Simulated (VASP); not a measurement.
# NbSi2 (P6_422) in VASP: notebook

NbSi2 is run at these levels: PBEsol, LDA; tasks: single point.

Everything below comes from runs of VASP 6.6.1. Logs are shortened: lines on timing, memory, paths and dates and some standing lists are left out, and cuts for length are marked.

## Step 1: The cell of the first run

Symmetry: P6_422, No. 181, hexagonal system. Conventional cell: a = 4.794 Å, b = 4.794 Å, c = 6.589 Å, α = 90.00°, β = 90.00°, γ = 120.00°. Nb (site symmetry 222) has 10 Si at 2.60 to 2.77 Å and 4 Nb at 3.25 Å within 3.4 Å. Within 3.4 Å of Si (site symmetry 2) lie 5 Nb at 2.60 to 2.77 Å and 9 Si at 2.60 to 3.25 Å.

## Step 2: Single point, PBEsol

INCAR reads:

```
SYSTEM = NbSi2
PREC = Accurate ; ENCUT = 520
EDIFF = 1E-7 ; ISMEAR = -1
SIGMA = 0.05 ; LREAL = .False.
LASPH = .True. ; NELM = 100
ALGO = Normal ; ISIF = 2
LWAVE = .False. ; LCHARG = .False.
GGA = PS ; NBANDS = 42
```

KPOINTS reads:

```
regular mesh
0
Gamma
  7 7 4
  0 0 0
```

POSCAR reads:

```
NbSi2
1.0
    4.7940000000      0.0000000000      0.0000000000
   -2.3970000000      4.1517257857      0.0000000000
    0.0000000000      0.0000000000      6.5890000000
Nb Si
3 6
Direct
    0.0000000000      0.5000000000      0.3333333333
    0.5000000000      0.5000000000      0.6666666667
    0.5000000000      0.0000000000      0.0000000000
    0.3340000000      0.1670000000      0.3333333333
    0.1670000000      0.8330000000      0.6666666667
    0.8330000000      0.6660000000      0.0000000000
    0.6660000000      0.8330000000      0.3333333333
    0.8330000000      0.1670000000      0.6666666667
    0.1670000000      0.3340000000      0.0000000000
```

Potentials or basis: VASP PAW PBE potentials, release 64 (Nb_sv, Si).

Started as:

```console
> cat potpaw_PBE.64/Nb_sv/POTCAR potpaw_PBE.64/Si/POTCAR > POTCAR
> mpirun -np 1 vasp_std > vasp.out
```

OUTCAR:

```text
SYSTEM = NbSi2
   PREC = Accurate
   ENCUT = 520
   EDIFF = 1E-7
   ISMEAR = -1
   LREAL = .False.
   LASPH = .True.
   NELM = 100
   ISIF = 2
   GGA = PS

 ion  position               nearest neighbor table
   1  0.000  0.500  0.333-   6 2.60   9 2.60   8 2.60   5 2.60   7 2.77   4 2.77   7 2.77   4 2.77
                             4 2.77   7 2.77
   2  0.500  0.500  0.667-   6 2.60   9 2.60   7 2.60   4 2.60   8 2.77   5 2.77   8 2.77   5 2.77
                             5 2.77   8 2.77
   3  0.500  0.000  0.000-   4 2.60   5 2.60   7 2.60   8 2.60   6 2.77   9 2.77   6 2.77   9 2.77
                             9 2.77   6 2.77
   4  0.334  0.167  0.333-   3 2.60   2 2.60   9 2.60   5 2.60   1 2.77   7 2.77   7 2.77   1 2.77
                             1 2.77   7 2.77
   5  0.167  0.833  0.667-   3 2.60   1 2.60   6 2.60   4 2.60   2 2.77   8 2.77   8 2.77   2 2.77
                             2 2.77   8 2.77
   6  0.833  0.666  0.000-   1 2.60   2 2.60   5 2.60   7 2.60   3 2.77   9 2.77   9 2.77   3 2.77
                             3 2.77   9 2.77
   7  0.666  0.833  0.333-   3 2.60   2 2.60   6 2.60   8 2.60   1 2.77   4 2.77   4 2.77   1 2.77
                             1 2.77   4 2.77
   8  0.833  0.167  0.667-   3 2.60   1 2.60   9 2.60   7 2.60   2 2.77   5 2.77   5 2.77   2 2.77
                             2 2.77   5 2.77
   9  0.167  0.334  0.000-   1 2.60   2 2.60   4 2.60   8 2.60   3 2.77   6 2.77   6 2.77   3 2.77
                             3 2.77   6 2.77

  LATTYP: Found a hexagonal cell.
 ALAT       =     4.7940000000
 C/A-ratio  =     1.3744263663

  Lattice vectors:

 A1 = (   4.7940000000,   0.0000000000,   0.0000000000)
 A2 = (  -2.3970000000,   4.1517257857,   0.0000000000)
 A3 = (   0.0000000000,   0.0000000000,   6.5890000000)

Analysis of symmetry for initial positions (statically):
=====================================================================
 Subroutine PRICEL returns:
 Original cell was already a primitive cell.

 Routine SETGRP: Setting up the symmetry group for a
 hexagonal supercell.

 Subroutine GETGRP returns: Found 12 space group operations
 (whereof  4 operations were pure point group operations)
 out of a pool of 24 trial point group operations.

The static configuration has the point symmetry D_2 .
 The point group associated with its full space group is D_6 .

Analysis of symmetry for dynamics (positions and initial velocities):
=====================================================================
 Subroutine PRICEL returns:
 Original cell was already a primitive cell.

 Routine SETGRP: Setting up the symmetry group for a
 hexagonal supercell.

 Subroutine GETGRP returns: Found 12 space group operations
 (whereof  4 operations were pure point group operations)
 out of a pool of 24 trial point group operations.

The dynamic configuration has the point symmetry D_2 .
 The point group associated with its full space group is D_6 .

 Subroutine INISYM returns: Found 12 space group operations
 (whereof  4 operations are pure point group operations),
 and found     1 'primitive' translations

----------------------------------------------------------------------------------------

                                     Primitive cell

  volume of cell :     131.1433

  direct lattice vectors                    reciprocal lattice vectors
     4.794000000  0.000000000  0.000000000     0.208594076  0.120431846  0.000000000
    -2.397000000  4.151725786  0.000000000     0.000000000  0.240863692  0.000000000
     0.000000000  0.000000000  6.589000000     0.000000000  0.000000000  0.151768098

  length of vectors
     4.794000000  4.794000000  6.589000000     0.240863692  0.240863692  0.151768098

  position of ions in fractional coordinates (direct lattice)
     0.000000000  0.500000000  0.333333333
     0.500000000  0.500000000  0.666666667
     0.500000000  0.000000000  0.000000000
     0.334000000  0.167000000  0.333333333
     0.167000000  0.833000000  0.666666667
     0.833000000  0.666000000  0.000000000
     0.666000000  0.833000000  0.333333333
     0.833000000  0.167000000  0.666666667
     0.167000000  0.334000000  0.000000000

  ion indices of the primitive-cell ions
   primitive index   ion index
                 1           1
                 2           2
                 3           3
                 4           4
                 5           5
                 6           6
                 7           7
                 8           8
                 9           9

----------------------------------------------------------------------------------------

 KPOINTS: regular mesh

Automatic generation of k-mesh.
 Grid dimensions read from file:
 generate k-points for:    7    7    4

 Generating k-lattice:

  Cartesian coordinates                     Fractional coordinates (reciprocal lattice)
     0.029799154  0.017204549  0.000000000     0.142857143  0.000000000  0.000000000
     0.000000000  0.034409099  0.000000000     0.000000000  0.142857143  0.000000000
     0.000000000  0.000000000  0.037942025     0.000000000  0.000000000  0.250000000

  Length of vectors
     0.034409099  0.034409099  0.037942025

  Shift w.r.t. Gamma in fractional coordinates (k-lattice)
     0.000000000  0.000000000  0.000000000

 Subroutine IBZKPT returns following result:
 ===========================================

 Found     24 irreducible k-points:

 Following reciprocal coordinates:
            Coordinates               Weight
  0.000000  0.000000  0.000000      1.000000
  0.142857  0.000000  0.000000      6.000000
  0.285714  0.000000  0.000000      6.000000
  0.428571  0.000000  0.000000      6.000000
  0.142857  0.142857  0.000000      6.000000
  0.285714  0.142857  0.000000     12.000000
[... 16 lines left out ...]
  0.428571  0.142857  0.500000      6.000000
  0.285714  0.285714  0.500000      6.000000
   k-points           NKPTS =     24   k-points in BZ     NKDIM =     24   number of bands    NBANDS=     42
   number of dos      NEDOS =    301   number of ions     NIONS =      9
   total plane-waves  NPLWV =  64800
   dimension x,y,z NGX =    36 NGY =   36 NGZ =   50
   dimension x,y,z NGXF=    72 NGYF=   72 NGZF=  100
   ions per type =               3   6
   NGX,Y,Z   is equivalent  to a cutoff of  12.48, 12.48, 12.62 a.u.
   NGXF,Y,Z  is equivalent  to a cutoff of  24.97, 24.97, 25.23 a.u.
 SYSTEM =  NbSi2
   PREC   = accura    normal or accurate (medium, high low for compatibility)
   ISTART =      0    job   : 0-new  1-cont  2-samecut
   ICHARG =      2    charge: 1-file 2-atom 10-const
   ISPIN  =      1    spin polarized calculation?
   LNONCOLLINEAR =      F non collinear calculations
   LSORBIT =      F    spin-orbit coupling
   LASPH  =      T    aspherical Exc in radial PAW
   ENCUT  =  520.0 eV  38.22 Ry    6.18 a.u.   8.91  8.91 12.25*2*pi/ulx,y,z
   NELM   =    100;   NELMIN=  2; NELMDL= -5     # of ELM steps
   EDIFF  = 0.1E-06   stopping-criterion for ELM
   LREAL  =      F    real-space projection
   EDIFFG = 0.1E-05   stopping-criterion for IOM
   NSW    =      0    number of steps for IOM
   IBRION =     -1    ionic relax: 0-MD 1-quasi-New 2-CG
   NFREE  =      0    steps in history (QN), initial steepest desc. (CG)
   ISIF   =      2    stress and relaxation
   ISYM   =      2    0-nonsym 1-usesym 2-fastsym
   POTIM  = 0.5000    time-step for ionic-motion
   TEBEG  =    0.0;   TEEND  =   0.0 temperature during run
   PSTRESS=    0.0 pullay stress
   NELECT =      63.0000    total number of electrons
   NUPDOWN=      -1.0000    fix difference up-down
   EMIN   =  10.00;   EMAX   =-10.00  energy-range for DOS
   EFERMI =   0.00;   METHOD = LEGACY
   ISMEAR =    -1;   SIGMA  =   0.05  broadening in eV -4-tet -1-fermi 0-gaus
   EFERMI_NEDOS =   21; number of points for ismear=-14 and -15
   IALGO  =     38    algorithm
   IMIX   =      4    mixing-type and parameters
     AMIX     =   0.40;   BMIX     =  1.00
     AMIX_MAG =   1.60;   BMIX_MAG =  1.00
  volume/ion in A,a.u.               =      14.57        98.33
  Fermi-wavevector in a.u.,A,eV,Ry     =   1.282152  2.422917 22.366815  1.643915
  Thomas-Fermi vector in A             =   2.414481
   LORBIT       =      0    0 simple, 1 ext, 2 COOP (PROOUT), +10 PAW based schemes
   GGA     = PS    functional components
   LHFCALC =     F    Hartree Fock is set to
   AEXX    =    0.0000 exact exchange contribution
   IVDW    =     0    specifies the selected vdW correction
   LEPSILON=     F    determine dielectric tensor
   LRPA    =     F    only Hartree local field effects (RPA)
 non-spin polarized calculation
  energy-cutoff  :      520.00
  volume of cell :      131.14
 maximum number of plane-waves:      3552
 NGX is ok and might be reduce to    36
   NGX = 17   NGY = 17   NGZ = 25

 number of electron      62.9999997 magnetization

 Free energy of the ion-electron system (eV)
  ---------------------------------------------------
  ext. energy  EPLUGINS =         0.00000000
  ---------------------------------------------------
  free energy    TOTEN  =       -73.17335266 eV

  energy without entropy =      -73.13777480  energy(sigma->0) =      -73.15556373

 E-fermi :  11.3644     XC(G=0): -12.0870

 val. band max:       11.3627137937   @ k =   0.4286   0.0000   0.0000
 cond. band min:      11.3828523404   @ k =   0.2857   0.2857   0.5000
 fundamental gap:      0.0201385467
 Fermi energy:        11.3644097512

 k-point     1 :       0.0000    0.0000    0.0000
  band No.  band energies     occupation
      1     -43.1377      2.00000
      2     -43.0996      2.00000
      3     -43.0996      2.00000
      4     -19.4362      2.00000
      5     -19.4362      2.00000
      6     -19.4295      2.00000
[... 34 lines left out ...]
     41      15.4016      0.00000
     42      15.4349      0.00000
[... 994 lines left out ...]
      2     -43.1094      2.00000
      3     -43.1024      2.00000
      4     -19.4893      2.00000
      5     -19.4511      2.00000
      6     -19.4500      2.00000
[... 34 lines left out ...]
     41      14.9294      0.00000
     42      15.0228      0.00000

------------------------ aborting loop because EDIFF is reached ----------------------------------------

  FORCE on cell =-STRESS in cart. coord.  units (eV):
  Direction    XX          YY          ZZ          XY          YZ          ZX
  --------------------------------------------------------------------------------------
  -------------------------------------------------------------------------------------
  Total       -2.3221927     -2.3221927     -0.3355049     -0.0000000     -0.0000000      0.0000000
  in kB      -28.3702154    -28.3702154     -4.0988612     -0.0000000     -0.0000000      0.0000000
  external PRESSURE =     -20.2797640 kB  Pullay stress =       0.0000000 kB

 VOLUME and BASIS-vectors are now :
 -----------------------------------------------------------------------------
  energy-cutoff  :      520.00
  volume of cell :      131.14
      direct lattice vectors                 reciprocal lattice vectors
     4.794000000  0.000000000  0.000000000     0.208594076  0.120431846  0.000000000
    -2.397000000  4.151725786  0.000000000     0.000000000  0.240863692  0.000000000
     0.000000000  0.000000000  6.589000000     0.000000000  0.000000000  0.151768098

 POSITION                                       TOTAL-FORCE (eV/Angst)
 -----------------------------------------------------------------------------------
     -1.19850      2.07586      2.19633         0.000000     -0.000000      0.000000
      1.19850      2.07586      4.39267         0.000000      0.000000     -0.000000
      2.39700      0.00000      0.00000         0.000000      0.000000      0.000000
      1.20090      0.69334      2.19633        -0.592019     -0.341803      0.000000
     -1.19610      3.45839      4.39267        -0.592019      0.341803     -0.000000
      2.39700      2.76505      0.00000         0.000000      0.683605      0.000000
      1.19610      3.45839      2.19633         0.592019      0.341803      0.000000
      3.59310      0.69334      4.39267         0.592019     -0.341803     -0.000000
      0.00000      1.38668      0.00000         0.000000     -0.683605      0.000000
 -----------------------------------------------------------------------------------
    total drift:                               -0.000000     -0.000000     -0.000001

  FREE ENERGIE OF THE ION-ELECTRON SYSTEM (eV)
  ---------------------------------------------------
  free  energy   TOTEN  =       -73.1733526579 eV

  energy  without entropy=      -73.1377748049  energy(sigma->0) =      -73.15556373
```

Wall time 4.3 min (1 thread of Intel Xeon 8259CL, shared host); peak memory 0.3 GiB.

Results:

```
Free energy            : -73.1734 eV
Pressure               : -2.0 GPa
Largest force          : 0.684 eV/Å
Band gap on the k mesh : zero (an odd number of electrons rules out a gap without spin polarisation)
```

Forces on the atoms (eV/Å):
```
Nb   0.000  0.000  0.000
Nb   0.000  0.000  0.000
Nb   0.000  0.000  0.000
Si  -0.592 -0.342  0.000
Si  -0.592  0.342  0.000
Si   0.000  0.684  0.000
Si   0.592  0.342  0.000
Si   0.592 -0.342  0.000
Si   0.000 -0.684  0.000
```

Levels at points of the mesh, in eV from the Fermi level:
| k point | band 30 | band 31 | band 32 | band 33 | band 34 | band 35 |
| --- | --- | --- | --- | --- | --- | --- |
| (0.00, 0.00, 0.00) | -1.95 | -1.94 | -1.34 | 0.61 | 3.24 | 3.24 |
| (0.00, 0.00, 0.50) | -1.61 | -1.18 | 0.87 | 0.87 | 2.94 | 2.94 |

Caveat: the PAW data sets were made with another functional, which shifts forces and pressure a little.

## Step 3: Single point, LDA

INCAR reads:

```
SYSTEM = NbSi2
  PREC = Accurate
  ENCUT = 520
  EDIFF = 1E-7
  ISMEAR = -1
  SIGMA = 0.05
  LREAL = .FALSE.
  LASPH = .TRUE.
  NELM = 80
  ALGO = Normal
  ISIF = 2
  LWAVE = .FALSE.
  LCHARG = .TRUE.
  LELF = .TRUE.
  LVHAR = .TRUE.
  NBANDS = 42
```

KPOINTS reads:

```
regular mesh
0
G
  7 7 4
  0 0 0
```

POSCAR is that of step 2.

Potentials or basis: VASP PAW LDA potentials, release 64 (Nb_sv, Si).

Started as:

```console
> cat potpaw_LDA.64/Nb_sv/POTCAR potpaw_LDA.64/Si/POTCAR > POTCAR
> mpirun -np 1 vasp_std > vasp.out
```

Run time: 4 min. Hardware: 1 thread of Intel Xeon 8259CL, shared host; peak memory 0.25 GiB.

The run converged. Its results:

- Free energy: -75.1676 eV
- Pressure: -4.8 GPa
- Largest force: 0.650 eV/Å
- Band gap on the k mesh: zero (an odd number of electrons rules out a gap without spin polarisation)

Forces on the atoms (eV/Å):
```
Nb   0.000  0.000  0.000
Nb   0.000  0.000  0.000
Nb   0.000  0.000  0.000
Si  -0.563 -0.325  0.000
Si  -0.563  0.325  0.000
Si   0.000  0.650  0.000
Si   0.563  0.325  0.000
Si   0.563 -0.325  0.000
Si   0.000 -0.650  0.000
```

Stress tensor (GPa, compression positive):
```
-5.39  0.00  0.00
 0.00 -5.39  0.00
 0.00  0.00 -3.70
```

Levels at points of the mesh, in eV from the Fermi level:
```
           k point  band 27  band 28  band 29  band 30  band 31  band 32  band 33  band 34  band 35  band 36
(0.00, 0.00, 0.00)    -2.22    -2.22    -1.92    -1.92    -1.92    -1.29     0.62     3.20     3.22     3.23
(0.00, 0.00, 0.50)    -2.33    -1.96    -1.56    -1.56    -1.13     0.86     0.86     2.90     2.90     3.21
```

Caveat: the cell stands under tension.
